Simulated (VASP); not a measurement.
A run of VASP 6.6.1 is set up as follows.

File INCAR:

```
PREC = Accurate ; ENCUT = 520
EDIFF = 1E-6 ; ISMEAR = 0
SIGMA = 0.05 ; LREAL = False
LASPH = True ; NELM = 100
ALGO = Normal ; ISIF = 2
LWAVE = False ; LCHARG = True
GGA = PE ; LELF = True
LVHAR = True ; NBANDS = 14
```

The input KPOINTS:

```
regular mesh
0
Gamma
  10 10 10
```

POSCAR

```
NaF
1.0
    0.2915078675      2.4778168734      2.4778168734
    2.4778168734      0.2915078675      2.4778168734
    2.4778168734      2.4778168734      0.2915078675
Na F
1 1
Direct
    0.0000000000      0.0000000000      0.0000000000
    0.5000000000      0.5000000000      0.5000000000
```

Potentials or basis: VASP PAW PBE potentials, release 64 (Na_pv, F).

The run is started by

```bash
$ cat potpaw_PBE.64/Na_pv/POTCAR potpaw_PBE.64/F/POTCAR > POTCAR
$ mpirun -np 1 vasp_std > vasp.out
```

Task: Predict the band gap on the k mesh.

Result: 5.80 eV.

Task: Estimate the pressure.

Result: 1.1 GPa.

Stress tensor (GPa, compression positive):
```
 1.12 -4.52 -4.52
-4.52  1.12 -4.52
-4.52 -4.52  1.12
```

 A k mesh can miss the band edges.
